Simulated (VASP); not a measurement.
# HfS2 in VASP: further runs

HfS2 is run at these levels: PBE+D3(BJ); tasks: relaxation of cell and atoms.

All numbers are computed with VASP 6.6.1; they aren't measurements. Logs are shortened: lines on timing, memory, paths and dates and some standing lists are left out, and cuts for length are marked.

## 1. The cell of the first run

The cell holds a slab with vacuum, 12 atoms: a = 3.640 Å, b = 3.640 Å, c = 39.025 Å, α = 90.00°, β = 90.00°, γ = 120.00°.

## 2. Relaxation of cell and atoms, PBE+D3(BJ)

The input, INCAR:

```
PREC = Accurate ; ENCUT = 600
EDIFF = 1E-6 ; ISMEAR = 0
SIGMA = 0.03 ; LREAL = False
LASPH = True ; NELM = 80
ALGO = Normal ; ISIF = 3
LWAVE = False ; LCHARG = False
GGA = PE ; IVDW = 12
IBRION = 2 ; NSW = 90
EDIFFG = -0.01 ; LATTICE_CONSTRAINTS = .TRUE. .TRUE. .FALSE.
KPAR = 8
```

The input, KPOINTS:

```
Automatic mesh
0
Gamma
  12 12 1
```

The input, POSCAR:

```
HfS2
1.0
    3.6396641800      0.0000000000      0.0000000000
   -1.8198320900      3.1520416400      0.0000000000
    0.0000000000      0.0000000000     39.0254936200
S Hf
8 4
Direct
    0.6666666700      0.3333333400      0.2306184800
    0.3333333300      0.6666666600      0.3038733200
    0.6666666700      0.3333333400      0.3857878800
    0.3333333300      0.6666666600      0.4590427200
    0.6666666700      0.3333333400      0.5409572800
    0.3333333300      0.6666666600      0.6142121200
    0.6666666700      0.3333333400      0.6961266800
    0.3333333300      0.6666666600      0.7693815200
    0.0000000000      0.0000000000      0.2672459000
    0.0000000000      0.0000000000      0.4224153000
    0.0000000000      0.0000000000      0.5775847000
    0.0000000000      0.0000000000      0.7327541000
```

Potentials or basis: VASP PAW PBE potentials, release 64 (S, Hf_pv).

Started as:

```bash
> cat potpaw_PBE.64/S/POTCAR potpaw_PBE.64/Hf_pv/POTCAR > POTCAR
> mpirun -np 8 vasp_std > vasp.out
```

OUTCAR:

```text
PREC = Accurate
   ENCUT = 600
   EDIFF = 1E-6
   ISMEAR = 0
   LREAL = False
   LASPH = True
   NELM = 80
   ISIF = 3
   GGA = PE
   IVDW = 12
   IBRION = 2
   NSW = 90
   EDIFFG = -0.01
 IVDW          = 12

 ion  position               nearest neighbor table
   1  0.667  0.333  0.231-   9 2.54   9 2.54   9 2.54
   2  0.333  0.667  0.304-   9 2.54   9 2.54   9 2.54
   3  0.667  0.333  0.386-  10 2.54  10 2.54  10 2.54
   4  0.333  0.667  0.459-  10 2.54  10 2.54  10 2.54
   5  0.667  0.333  0.541-  11 2.54  11 2.54  11 2.54
   6  0.333  0.667  0.614-  11 2.54  11 2.54  11 2.54
   7  0.667  0.333  0.696-  12 2.54  12 2.54  12 2.54
   8  0.333  0.667  0.769-  12 2.54  12 2.54  12 2.54
   9  0.000  0.000  0.267-   2 2.54   1 2.54   1 2.54   2 2.54   1 2.54   2 2.54
  10  0.000  0.000  0.422-   3 2.54   4 2.54   3 2.54   3 2.54   4 2.54   4 2.54
  11  0.000  0.000  0.578-   6 2.54   5 2.54   6 2.54   6 2.54   5 2.54   5 2.54
  12  0.000  0.000  0.733-   8 2.54   7 2.54   7 2.54   8 2.54   7 2.54   8 2.54

  LATTYP: Found a hexagonal cell.
 ALAT       =     3.6396641800
 C/A-ratio  =    10.7222786746

  Lattice vectors:

 A1 = (   3.6396641800,   0.0000000000,   0.0000000000)
 A2 = (  -1.8198320900,   3.1520416400,   0.0000000000)
 A3 = (   0.0000000000,   0.0000000000,  39.0254936200)

Analysis of symmetry for initial positions (statically):
=====================================================================
 Subroutine PRICEL returns:
 Original cell was already a primitive cell.

 Routine SETGRP: Setting up the symmetry group for a
 hexagonal supercell.

 Subroutine GETGRP returns: Found 12 space group operations
 (whereof 12 operations were pure point group operations)
 out of a pool of 24 trial point group operations.

The static configuration has the point symmetry D_3d.

Analysis of symmetry for dynamics (positions and initial velocities):
=====================================================================
 Subroutine PRICEL returns:
 Original cell was already a primitive cell.

 Routine SETGRP: Setting up the symmetry group for a
 hexagonal supercell.

 Subroutine GETGRP returns: Found 12 space group operations
 (whereof 12 operations were pure point group operations)
 out of a pool of 24 trial point group operations.

The dynamic configuration has the point symmetry D_3d.

 Subroutine INISYM returns: Found 12 space group operations
 (whereof 12 operations are pure point group operations),
 and found     1 'primitive' translations

----------------------------------------------------------------------------------------

                                     Primitive cell

  volume of cell :     447.7150

  direct lattice vectors                    reciprocal lattice vectors
     3.639664180  0.000000000  0.000000000     0.274750623  0.158627346  0.000000000
    -1.819832090  3.152041640  0.000000000     0.000000000  0.317254692  0.000000000
     0.000000000  0.000000000 39.025493620     0.000000000  0.000000000  0.025624275

  length of vectors
     3.639664180  3.639664179 39.025493620     0.317254692  0.317254692  0.025624275

  position of ions in fractional coordinates (direct lattice)
     0.666666670  0.333333340  0.230618480
     0.333333330  0.666666660  0.303873320
     0.666666670  0.333333340  0.385787880
     0.333333330  0.666666660  0.459042720
     0.666666670  0.333333340  0.540957280
     0.333333330  0.666666660  0.614212120
     0.666666670  0.333333340  0.696126680
     0.333333330  0.666666660  0.769381520
     0.000000000  0.000000000  0.267245900
     0.000000000  0.000000000  0.422415300
     0.000000000  0.000000000  0.577584700
     0.000000000  0.000000000  0.732754100

  ion indices of the primitive-cell ions
   primitive index   ion index
                 1           1
                 2           2
                 3           3
                 4           4
                 5           5
                 6           6
                 7           7
                 8           8
                 9           9
                10          10
                11          11
                12          12

----------------------------------------------------------------------------------------

 KPOINTS: Automatic mesh

Automatic generation of k-mesh.
 Grid dimensions read from file:
 generate k-points for:   12   12    1

 Generating k-lattice:

  Cartesian coordinates                     Fractional coordinates (reciprocal lattice)
     0.022895885  0.013218946  0.000000000     0.083333333  0.000000000  0.000000000
     0.000000000  0.026437891  0.000000000     0.000000000  0.083333333  0.000000000
     0.000000000  0.000000000  0.025624275     0.000000000  0.000000000  1.000000000

  Length of vectors
     0.026437891  0.026437891  0.025624275

  Shift w.r.t. Gamma in fractional coordinates (k-lattice)
     0.000000000  0.000000000  0.000000000

 Subroutine IBZKPT returns following result:
 ===========================================

 Found     19 irreducible k-points:

 Following reciprocal coordinates:
            Coordinates               Weight
  0.000000  0.000000  0.000000      1.000000
  0.083333  0.000000  0.000000      6.000000
  0.166667  0.000000  0.000000      6.000000
  0.250000  0.000000  0.000000      6.000000
  0.333333  0.000000  0.000000      6.000000
  0.416667  0.000000  0.000000      6.000000
[... 11 lines left out ...]
  0.333333  0.250000  0.000000     12.000000
  0.333333  0.333333  0.000000      2.000000
   k-points           NKPTS =     19   k-points in BZ     NKDIM =     19   number of bands    NBANDS=     52
   number of dos      NEDOS =    301   number of ions     NIONS =     12
   total plane-waves  NPLWV = 288000
   dimension x,y,z NGX =    30 NGY =   30 NGZ =  320
   dimension x,y,z NGXF=    60 NGYF=   60 NGZF=  640
   ions per type =               8   4
   NGX,Y,Z   is equivalent  to a cutoff of  13.70, 13.70, 13.63 a.u.
   NGXF,Y,Z  is equivalent  to a cutoff of  27.41, 27.41, 27.26 a.u.
 SYSTEM =  unknown system
   PREC   = accura    normal or accurate (medium, high low for compatibility)
   ISTART =      0    job   : 0-new  1-cont  2-samecut
   ICHARG =      2    charge: 1-file 2-atom 10-const
   ISPIN  =      1    spin polarized calculation?
   LNONCOLLINEAR =      F non collinear calculations
   LSORBIT =      F    spin-orbit coupling
   LASPH  =      T    aspherical Exc in radial PAW
   ENCUT  =  600.0 eV  44.10 Ry    6.64 a.u.   7.27  7.27 77.94*2*pi/ulx,y,z
   NELM   =     80;   NELMIN=  2; NELMDL= -5     # of ELM steps
   EDIFF  = 0.1E-05   stopping-criterion for ELM
   LREAL  =      F    real-space projection
   EDIFFG = -.1E-01   stopping-criterion for IOM
   NSW    =     90    number of steps for IOM
   IBRION =      2    ionic relax: 0-MD 1-quasi-New 2-CG
   NFREE  =      1    steps in history (QN), initial steepest desc. (CG)
   ISIF   =      3    stress and relaxation
   ISYM   =      2    0-nonsym 1-usesym 2-fastsym
   POTIM  = 0.5000    time-step for ionic-motion
   TEBEG  =    0.0;   TEEND  =   0.0 temperature during run
   PSTRESS=    0.0 pullay stress
   NELECT =      88.0000    total number of electrons
   NUPDOWN=      -1.0000    fix difference up-down
   EMIN   =  10.00;   EMAX   =-10.00  energy-range for DOS
   EFERMI =   0.00;   METHOD = LEGACY
   ISMEAR =     0;   SIGMA  =   0.03  broadening in eV -4-tet -1-fermi 0-gaus
   EFERMI_NEDOS =   21; number of points for ismear=-14 and -15
   IALGO  =     38    algorithm
   IMIX   =      4    mixing-type and parameters
     AMIX     =   0.40;   BMIX     =  1.00
     AMIX_MAG =   1.60;   BMIX_MAG =  1.00
  volume/ion in A,a.u.               =      37.31       251.78
  Fermi-wavevector in a.u.,A,eV,Ry     =   0.951850  1.798736 12.327128  0.906018
  Thomas-Fermi vector in A             =   2.080358
   LORBIT       =      0    0 simple, 1 ext, 2 COOP (PROOUT), +10 PAW based schemes
   GGA     = PE    functional components
   LHFCALC =     F    Hartree Fock is set to
   AEXX    =    0.0000 exact exchange contribution
   IVDW    =    12    specifies the selected vdW correction
   LEPSILON=     F    determine dielectric tensor
   LRPA    =     F    only Hartree local field effects (RPA)
 conjugate gradient relaxation of ions
 non-spin polarized calculation
 Gauss-broadening in eV      SIGMA  =   0.03
  energy-cutoff  :      600.00
  volume of cell :      447.72
 maximum number of plane-waves:     15041
 NGX is ok and might be reduce to    30
   NGX = 15   NGY = 15   NGZ =155

--------------------------------------- Ionic step        1  -------------------------------------------

 number of electron      88.0000004 magnetization

 Free energy of the ion-electron system (eV)
  ---------------------------------------------------
  ext. energy  EPLUGINS =         0.00000000
  ---------------------------------------------------
  free energy    TOTEN  =       -91.65450070 eV

  energy without entropy =      -91.65450070  energy(sigma->0) =      -91.65450070

------------------------ aborting loop because EDIFF is reached ----------------------------------------

 Edisp (eV)   -3.50834

 E8    (eV) :    -1.5329

  FORCE on cell =-STRESS in cart. coord.  units (eV):
  Direction    XX          YY          ZZ          XY          YZ          ZX
  --------------------------------------------------------------------------------------
  -------------------------------------------------------------------------------------
  Total      -2.10890    -2.10890    -0.12898     0.00000    -0.00000     0.00000
  in kB      -7.54685    -7.54685    -0.46157     0.00000    -0.00000     0.00000
  external pressure =       -5.19 kB  Pullay stress =        0.00 kB
[... 127 lines left out ...]
  FREE ENERGIE OF THE ION-ELECTRON SYSTEM (eV)
  ---------------------------------------------------
  free  energy   TOTEN  =       -95.1865263448 eV

  energy  without entropy=      -95.1865263448  energy(sigma->0) =      -95.18652634

[... ionic steps 4 to 51 ...]

--------------------------------------- Ionic step       52  -------------------------------------------

 number of electron      88.0000006 magnetization

------------------------ aborting loop because EDIFF is reached ----------------------------------------

 Edisp (eV)   -3.71629

 E8    (eV) :    -1.6273
[... 89 lines left out ...]
  energy  without entropy=      -95.2508217533  energy(sigma->0) =      -95.25082175

--------------------------------------- Ionic step       54  -------------------------------------------

 number of electron      88.0000006 magnetization

 Free energy of the ion-electron system (eV)
  ---------------------------------------------------
  ext. energy  EPLUGINS =         0.00000000
  ---------------------------------------------------
  free energy    TOTEN  =       -91.53421634 eV

  energy without entropy =      -91.53421634  energy(sigma->0) =      -91.53421634

 E-fermi :  -0.2852     XC(G=0):  -6.0871

 val. band max:       -0.4777567669   @ k =   0.0000   0.0000   0.0000
 cond. band min:       0.5967251710   @ k =   0.5000   0.0000   0.0000
 fundamental gap:      1.0744819379
 Fermi energy:        -0.2852348055

 k-point     1 :       0.0000    0.0000    0.0000
  band No.  band energies     occupation
      1     -31.1364      2.00000
      2     -31.1363      2.00000
      3     -31.1318      2.00000
      4     -31.1318      2.00000
      5     -31.0197      2.00000
      6     -31.0197      2.00000
[... 1077 lines left out ...]
  FREE ENERGIE OF THE ION-ELECTRON SYSTEM (eV)
  ---------------------------------------------------
  free  energy   TOTEN  =       -95.2508472248 eV

  energy  without entropy=      -95.2508472248  energy(sigma->0) =      -95.25084722

 reached required accuracy - stopping structural energy minimisation
```

Wall time 37 min (8 MPI ranks of Intel Xeon 6975P-C (Granite Rapids), shared host); peak memory 0.97 GiB.

Results:

```yaml
Free_energy: -95.2508 eV
Relaxed_cell: a = 3.601 Å, b = 3.601 Å, c = 39.025 Å, α = 90.00°, β = 90.00°, γ = 120.00°
Space_group_after_relaxing_to_0.1_Å: P-3m1 (No. 164)
Energy_gained_by_relaxing: 7.3 meV/atom
Ionic_steps: 54
Largest_force_after_relaxing: 0.010 eV/Å
Band_gap_on_the_k_mesh: 1.07 eV (least direct gap 1.90 eV)
Dispersion_energy_per_atom: -0.310 eV
```

Forces in eV/Å, atoms in the order of the input:
```
S    0.000  0.000  0.007
S    0.000  0.000  0.004
S    0.000  0.000  0.010
S    0.000  0.000  0.002
S    0.000  0.000 -0.002
S    0.000  0.000 -0.010
S    0.000  0.000 -0.004
S    0.000  0.000 -0.007
Hf   0.000  0.000  0.009
Hf   0.000  0.000  0.005
Hf   0.000  0.000 -0.005
Hf   0.000  0.000 -0.009
```

The path:
| step | energy change (eV) | largest force (eV/Å) | pressure (GPa) | volume (Å³) |
| --- | --- | --- | --- | --- |
| 1 | 0.0000 | 0.1725 | -0.52 | 447.72 |
| 3 | -0.0237 | 0.2757 | 0.31 | 439.86 |
| 5 | -0.0449 | 0.0377 | -0.21 | 437.37 |
| 7 | -0.0452 | 0.0358 | -0.24 | 437.82 |
| 9 | -0.0455 | 0.0559 | -0.28 | 438.21 |
| 11 | -0.0467 | 0.0662 | -0.20 | 438.12 |
| 13 | -0.0468 | 0.1661 | 0.12 | 437.78 |
| 15 | -0.0479 | 0.0998 | -0.04 | 438.00 |
| 17 | -0.0494 | 0.1061 | -0.06 | 438.40 |
| 19 | -0.0537 | 0.1333 | -0.15 | 440.03 |
| 21 | -0.0545 | 0.1526 | -0.21 | 441.16 |
| 23 | -0.0598 | 0.1442 | -0.17 | 441.05 |
| 25 | -0.0717 | 0.1335 | 0.00 | 440.56 |
| 27 | -0.0762 | 0.1111 | -0.11 | 439.06 |
| 29 | -0.0773 | 0.0434 | -0.02 | 437.70 |
| 31 | -0.0780 | 0.0587 | -0.14 | 438.50 |
| 33 | -0.0790 | 0.0506 | -0.11 | 438.52 |
| 35 | -0.0823 | 0.0683 | 0.00 | 438.58 |
| 37 | -0.0836 | 0.1215 | 0.14 | 438.79 |
| 39 | -0.0854 | 0.0911 | -0.01 | 439.94 |
| 41 | -0.0869 | 0.0523 | -0.05 | 439.50 |
| 43 | -0.0878 | 0.0189 | -0.12 | 438.77 |
| 45 | -0.0879 | 0.0198 | -0.03 | 437.97 |
| 47 | -0.0880 | 0.0196 | -0.03 | 438.11 |
| 49 | -0.0880 | 0.0114 | -0.07 | 438.28 |
| 51 | -0.0880 | 0.0130 | -0.08 | 438.38 |
| 53 | -0.0880 | 0.0126 | -0.08 | 438.32 |
| 54 | -0.0880 | 0.0095 | -0.08 | 438.30 |

Final structure:
```xyz
12
Lattice="3.6012 0.0000 0.0000 -1.8006 3.1187 0.0000 0.0000 0.0000 39.0255" Properties=species:S:1:pos:R:3 pbc="T T T"
S     1.8006    1.0396    9.3167
S     0.0000    2.0792   12.2294
S     1.8006    1.0396   15.1361
S     0.0000    2.0792   18.0468
S     1.8006    1.0396   20.9787
S     0.0000    2.0792   23.8894
S     1.8006    1.0396   26.7961
S     0.0000    2.0792   29.7088
Hf    0.0000    0.0000   10.7745
Hf    0.0000    0.0000   16.5914
Hf    0.0000    0.0000   22.4341
Hf    0.0000    0.0000   28.2510
```

Caveat: spin-orbit coupling is left out, which moves the levels of the heavy elements.

## 3. Relaxation of cell and atoms, PBE+D3(BJ)

This run uses another cell than the first one.

The input, INCAR:

```
PREC = Accurate ; ENCUT = 600
EDIFF = 1E-7 ; ISMEAR = 0
SIGMA = 0.03 ; LREAL = False
LASPH = True ; NELM = 80
ALGO = Normal ; ISIF = 3
LWAVE = False ; LCHARG = False
GGA = PE ; IVDW = 12
IBRION = 2 ; NSW = 90
EDIFFG = -0.005 ; LATTICE_CONSTRAINTS = .TRUE. .TRUE. .FALSE.
KPAR = 8
```

KPOINTS is that of step 2.

The input, POSCAR:

```
HfS2                                    
1.0
    3.6012060906     -0.0000000000      0.0000000000
   -1.8006030453      3.1187359576      0.0000000000
    0.0000000000      0.0000000000     39.0254936200
  S               Hf            
     8     4
Direct
     0.6666666699999979    0.3333333400000029    0.2387343697382064
     0.3333333300000021    0.6666666599999971    0.3133699208006465
     0.6666666699999979    0.3333333400000029    0.3878518071257354
     0.3333333300000021    0.6666666599999971    0.4624349491333025
     0.6666666699999979    0.3333333400000029    0.5375650508666976
     0.3333333300000021    0.6666666599999971    0.6121481928742646
     0.6666666699999979    0.3333333400000029    0.6866300791993538
     0.3333333300000021    0.6666666599999971    0.7612656302617934
     0.0000000000000000    0.0000000000000000    0.2760877599700744
     0.0000000000000000    0.0000000000000000    0.4251429441786096
     0.0000000000000000    0.0000000000000000    0.5748570558213908
     0.0000000000000000    0.0000000000000000    0.7239122400299257
```

Potentials or basis: VASP PAW PBE potentials, release 64 (S, Hf_pv).

Started as:

```bash
> cat potpaw_PBE.64/S/POTCAR potpaw_PBE.64/Hf_pv/POTCAR > POTCAR
> mpirun -np 8 vasp_std > vasp.out
```

Wall time 31 min (8 MPI ranks of Intel Xeon 6975P-C (Granite Rapids), shared host); peak memory 0.94 GiB.

The run converged. Its results:

- Free energy: -95.2525 eV
- Energy gained by relaxing: 0.2 meV/atom
- Ionic steps: 39
- Largest force after relaxing: 0.005 eV/Å
- Band gap on the k mesh: 1.08 eV (least direct gap 1.89 eV)
- Dispersion energy per atom: -0.312 eV

Forces in eV/Å, atoms in the order of the input:
```
S    0.000  0.000  0.000
S    0.000  0.000 -0.002
S    0.000  0.000  0.005
S    0.000  0.000 -0.002
S    0.000  0.000  0.002
S    0.000  0.000 -0.005
S    0.000  0.000  0.002
S    0.000  0.000  0.000
Hf   0.000  0.000  0.004
Hf   0.000  0.000 -0.002
Hf   0.000  0.000  0.002
Hf   0.000  0.000 -0.004
```

Step by step:
| step | energy change (eV) | largest force (eV/Å) | pressure (GPa) | volume (Å³) |
| --- | --- | --- | --- | --- |
| 1 | 0.0000 | 0.0089 | -0.07 | 438.30 |
| 2 | 0.0000 | 0.0103 | -0.04 | 438.12 |
| 3 | 0.0000 | 0.0101 | -0.04 | 438.12 |
| 4 | 0.0000 | 0.0106 | -0.04 | 438.12 |
| 5 | -0.0001 | 0.0112 | -0.04 | 438.09 |
| 6 | -0.0002 | 0.0143 | -0.04 | 438.05 |
| 7 | -0.0004 | 0.0273 | -0.03 | 437.95 |
| 8 | -0.0005 | 0.0577 | -0.02 | 437.77 |
| 9 | -0.0006 | 0.0571 | -0.02 | 437.77 |
| 10 | -0.0006 | 0.0556 | -0.02 | 437.78 |
| 11 | -0.0007 | 0.0528 | -0.02 | 437.80 |
| 12 | -0.0008 | 0.0518 | -0.03 | 437.85 |
| 13 | -0.0010 | 0.0495 | -0.05 | 437.94 |
| 14 | -0.0012 | 0.0451 | -0.09 | 438.13 |
| 15 | -0.0013 | 0.0343 | -0.07 | 438.05 |
| 16 | -0.0014 | 0.0227 | -0.04 | 437.97 |
| 17 | -0.0014 | 0.0315 | 0.01 | 437.80 |
| 18 | -0.0015 | 0.0262 | -0.01 | 437.86 |
| 19 | -0.0015 | 0.0179 | -0.01 | 437.99 |
| 20 | -0.0016 | 0.0124 | -0.02 | 438.23 |
| 21 | -0.0016 | 0.0143 | -0.03 | 438.28 |
| 22 | -0.0016 | 0.0117 | -0.03 | 438.35 |
| 23 | -0.0017 | 0.0070 | -0.04 | 438.54 |
| 24 | -0.0017 | 0.0114 | -0.02 | 438.42 |
| 25 | -0.0017 | 0.0137 | -0.01 | 438.38 |
| 26 | -0.0017 | 0.0185 | 0.01 | 438.31 |
| 27 | -0.0017 | 0.0161 | 0.00 | 438.34 |
| 28 | -0.0017 | 0.0167 | 0.00 | 438.33 |
| 29 | -0.0018 | 0.0181 | 0.00 | 438.29 |
| 30 | -0.0019 | 0.0212 | 0.01 | 438.21 |
| 31 | -0.0019 | 0.0286 | 0.01 | 438.05 |
| 32 | -0.0019 | 0.0243 | 0.01 | 438.13 |
| 33 | -0.0020 | 0.0213 | 0.00 | 438.19 |
| 34 | -0.0020 | 0.0211 | -0.04 | 438.38 |
| 35 | -0.0021 | 0.0146 | -0.03 | 438.34 |
| 36 | -0.0021 | 0.0093 | -0.02 | 438.30 |
| 37 | -0.0021 | 0.0133 | 0.01 | 438.21 |
| 38 | -0.0021 | 0.0089 | -0.01 | 438.26 |
| 39 | -0.0021 | 0.0046 | -0.01 | 438.30 |

Final structure:
```cif
data_structure
_symmetry_space_group_name_H-M 'P 1'
_symmetry_Int_Tables_number 1
_cell_length_a 3.6012
_cell_length_b 3.6012
_cell_length_c 39.0255
_cell_angle_alpha 90.000
_cell_angle_beta 90.000
_cell_angle_gamma 120.000
_cell_volume 438.30
loop_
_atom_site_label
_atom_site_type_symbol
_atom_site_fract_x
_atom_site_fract_y
_atom_site_fract_z
_atom_site_occupancy
S1 S 0.66667 0.33333 0.24050 1
S2 S 0.33333 0.66667 0.31511 1
S3 S 0.66667 0.33333 0.38877 1
S4 S 0.33333 0.66667 0.46327 1
S5 S 0.66667 0.33333 0.53673 1
S6 S 0.33333 0.66667 0.61123 1
S7 S 0.66667 0.33333 0.68489 1
S8 S 0.33333 0.66667 0.75950 1
Hf1 Hf 0.00000 0.00000 0.27784 1
Hf2 Hf 0.00000 0.00000 0.42602 1
Hf3 Hf 0.00000 0.00000 0.57398 1
Hf4 Hf 0.00000 0.00000 0.72216 1
```

Levels at points of the mesh, in eV from the valence-band top:
```csv
k point,band 42,band 43,band 44,band 45,band 46,band 47
"(0.00, 0.00, 0.00)",-0.03,0.00,0.00,2.01,2.01,2.03
"(0.50, 0.00, 0.00)",-1.05,-0.98,-0.90,1.08,1.14,1.18
```

Caveat: spin-orbit coupling is left out, which moves the levels of the heavy elements.
